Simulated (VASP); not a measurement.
**TePb: relaxation of cell and atoms with LDA**

The system is TePb.

```
Pb Te
1.0
     0.00000    3.28465    3.28465
     3.28465    0.00000    3.28465
     3.28465    3.28465    0.00000
Pb Te
1 1
Direct
  0.00000 0.00000 0.00000
  0.50000 0.50000 0.50000
```

```yaml
Program: VASP 6.6.1
Task: relaxation of cell and atoms
Functional: LDA
Potentials_or_basis: VASP PAW LDA potentials, release 64 (Pb_d, Te)
Cutoff: 600 eV
k_mesh: 6 × 6 × 6
Occupations: fermi-dirac, width 0.02 eV
Spin: no spin polarisation
Dipole_correction: no
Further_INCAR_settings: ALGO = Normal; EDIFF = 1e-06; IBRION = 2; EDIFFG = -0.005; NSW = 80; ISIF = 3
```

```yaml
Relaxed_volume: 32.56 Å³/atom
Relaxed_cell: a = 4.516 Å, b = 4.516 Å, c = 4.516 Å, α = 60.00°, β = 60.00°, γ = 60.00°
Space_group_after_relaxing_to_0.05_Å: Fm-3m (No. 225)
Energy_gained_by_relaxing: 33.3 meV/atom
Ionic_steps: 3
Pressure_after_relaxing: 0.0 GPa
Band_gap_on_the_k_mesh: 0.56 eV, direct
```

The path:
| step | energy change (eV) | largest force (eV/Å) | pressure (GPa) | volume (Å³) |
| --- | --- | --- | --- | --- |
| 1 | 0.0000 | 0.0000 | -3.43 | 70.88 |
| 2 | -0.0591 | 0.0000 | 1.44 | 63.37 |
| 3 | -0.0667 | 0.0000 | -0.01 | 65.12 |

Final structure:
```
Pb Te
1.0
     0.00000    3.19317    3.19317
     3.19317    0.00000    3.19317
     3.19317    3.19317    0.00000
Pb Te
1 1
Cartesian
  0.0000 0.0000 0.0000
  3.1932 3.1932 3.1932
```

Levels at points of the mesh, in eV from the valence-band top:
```tsv
k point	band 6	band 7	band 8	band 9	band 10	band 11	band 12	band 13	band 14
(0.00, 0.00, 0.00)	-12.36	-5.59	-1.49	-1.49	-1.49	4.02	4.02	4.02	5.69
(0.50, 0.00, 0.00)	-10.83	-8.84	-0.99	-0.99	0.00	0.56	1.11	1.11	8.33
(0.50, 0.50, 0.00)	-10.54	-7.42	-4.81	-3.02	-3.02	3.09	5.51	5.51	6.80
```

Run time: 20 s on 1 thread of Intel(R) Xeon(R) 6975P-C (Granite Rapids), with other jobs on the host, peak memory 0.2 GiB.

Caveat: spin-orbit coupling is left out, which moves the levels of the heavy elements. A k mesh can miss the band edges.
